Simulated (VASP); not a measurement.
Input of a VASP 6.6.1 run:

Contents of INCAR:

```
SYSTEM = Li
PREC     = Accurate       ! precision mode
ENCUT    = 520            ! plane-wave cutoff, eV
EDIFF    = 1E-6           ! SCF threshold, eV
ISMEAR   = 0              ! smearing method
SIGMA    = 0.15           ! smearing width, eV
LREAL    = .FALSE.        ! projectors in reciprocal space
LASPH    = .TRUE.         ! aspherical terms in the spheres
NELM     = 80             ! most SCF steps
ALGO     = Normal         ! electronic algorithm
ISIF     = 2              ! what is computed and relaxed
LWAVE    = .FALSE.        ! write WAVECAR
LCHARG   = .FALSE.        ! write CHGCAR
GGA      = PS             ! functional
NBANDS   = 8              ! bands
```

The input KPOINTS:

```
regular mesh
0
G
  20 20 20
  0 0 0
```

The input POSCAR:

```
Li
1.0
    0.0000000000      2.1664776593      2.2748015422
    2.1664776593      0.0000000000      2.2748015422
    2.1664776593      2.1664776593      0.0000000000
Li
1
Direct
    0.0000000000      0.0000000000      0.0000000000
```

Potentials or basis: VASP PAW PBE potentials, release 64 (Li_sv).

The run is started by

```bash
$ cat potpaw_PBE.64/Li_sv/POTCAR > POTCAR
$ mpirun -np 1 vasp_std > vasp.out
```

What does it give for the band gap on the k mesh?

Zero (an odd number of electrons rules out a gap without spin polarisation).
